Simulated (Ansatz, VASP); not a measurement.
**One calculation of Si3C, two programs**

```
Si C
1.0
     2.74911    0.00000    0.00000
    -1.37456    2.38080    0.00000
     0.00000    0.00000    8.92304
Si C
3 1
Direct
  0.33333 0.66667 0.75000
  0.33333 0.66667 0.25000
  0.66667 0.33333 0.50000
  0.66667 0.33333 0.00000
```

Alike in both runs: task single point; functional PBE; k mesh 6 × 6 × 2; occupations gaussian, width 0.1 eV; collinear spin.

|  | VASP | Ansatz |
| --- | --- | --- |
| version | VASP 6.6.1 | Ansatz 0.2.0 |
| potentials or method | VASP PAW PBE potentials, release 64 (Si, C), cutoff 600 eV | scalar-relativistic, plane waves, PAW |
| valence electrons in the cell | 16 | 16 |

VASP gave:

```
gap on the k mesh at the Fermi level (eV)                     : none
pressure (GPa)                                                : -12.2
traceless stress, the component that is largest in VASP (GPa) : -5.29
rms of the force components (eV/Å)                            : 0.672
net moment per atom (μB)                                      : 0.00
```

Question: Which values does Ansatz return?

Answer: gap on the k mesh at the Fermi level (eV): none; pressure (GPa): -12.2; traceless stress, the component that is largest in VASP (GPa): -5.31; rms of the force components (eV/Å): 0.673; net moment per atom (μB): 0.00.

Atom by atom the forces differ by 0.001 eV/Å (rms over components). A gap of «none» marks a metal or a gap that the smearing closes. Ansatz's warnings: filled band counts differ across k points, seeded moment not kept.

The k mesh is coarse, so the values compare programs but aren't converged.
